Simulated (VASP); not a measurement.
A run of VASP 6.6.1 is set up as follows.

INCAR

```
SYSTEM = HfO2
  ALGO = Normal
  EDIFF = 1E-6
  ENCUT = 520
  GGA = CA
  ISIF = 2
  ISMEAR = 0
  LASPH = .TRUE.
  LCHARG = .FALSE.
  LREAL = .FALSE.
  LWAVE = .FALSE.
  NBANDS = 31
  NELM = 80
  PREC = Accurate
  SIGMA = 0.05
```

File KPOINTS:

```
k-points
0
G
  6 6 8
  0 0 0
```

File POSCAR:

```
HfO2
1.0
    4.8135329900      0.0000000000      0.0000000000
    0.0000000000      4.8135329900      0.0000000000
    0.0000000000      0.0000000000      3.2054154100
Hf O
2 4
Direct
    0.0000000000      0.0000000000      0.0000000000
    0.5000000000      0.5000000000      0.5000000000
    0.2219423269      0.8320320869      0.5405263574
    0.3050448800      0.3050448800      0.0000000000
    0.6949551200      0.6949551200      0.0000000000
    0.8050448800      0.1949551200      0.5000000000
```

Potentials or basis: VASP PAW LDA potentials, release 64 (Hf_pv, O).

The run is started by

```console
$ cat potpaw_LDA.64/Hf_pv/POTCAR potpaw_LDA.64/O/POTCAR > POTCAR
$ mpirun -np 1 vasp_std > vasp.out
```

What does it give for the band gap on the k mesh?

3.79 eV, direct.

What does it give for the largest force?

1.543 eV/Å.

What does it give for the pressure?

-5.7 GPa.

Stress tensor (GPa, compression positive):
```
-5.48 -0.13 -2.14
-0.13 -5.06  2.04
-2.14  2.04 -6.51
```

Caveat: the cell differs from its parent crystal (atom 3 (O) moved +0.225 Å along Cartesian [1 1 1]); spin-orbit coupling is left out, which moves the levels of the heavy elements; forces of over 1 eV/Å act on the atoms, so gaps and moduli don't describe the material at rest. A k mesh can miss the band edges.
